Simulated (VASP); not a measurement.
Here is a VASP 6.6.1 calculation.

Contents of INCAR:

```
SYSTEM = AlN
ALGO = Normal
EDIFF = 1E-8
ENCUT = 520
GGA = PE
ISIF = 2
ISMEAR = -1
LASPH = .TRUE.
LCHARG = .FALSE.
LEFG = .TRUE.
LREAL = .FALSE.
LWAVE = .FALSE.
NBANDS = 16
NELM = 80
PREC = Accurate
SIGMA = 0.02
```

The input KPOINTS:

```
k-points
0
G
  11 11 6
  0 0 0
```

The input POSCAR:

```
AlN
1.0
    3.0901223134      0.0000000000      0.0000000000
   -1.5450611567      2.6761244242      0.0000000000
    0.0000000000      0.0000000000      4.9445895974
Al N
2 2
Direct
    0.3333333333      0.6666666667      0.0000000000
    0.6666666667      0.3333333333      0.5000000000
    0.3333333333      0.6666666667      0.3850000000
    0.6666666667      0.3333333333      0.8850000000
```

Potentials or basis: VASP PAW PBE potentials, release 64 (Al, N).

Run with:

```console
$ cat potpaw_PBE.64/Al/POTCAR potpaw_PBE.64/N/POTCAR > POTCAR
$ mpirun -np 1 vasp_std > vasp.out
```

Question: Estimate the largest force.

Answer: 0.182 eV/Å.

Question: What does it give for the pressure?

Answer: 8.2 GPa.

Stress tensor (GPa, compression positive):
```
8.96 0.00 0.00
0.00 8.96 0.00
0.00 0.00 6.62
```

Caveat: without QUAD_EFG the Cq values of the log hold for a quadrupole moment of 1 mb, not for the nuclei.
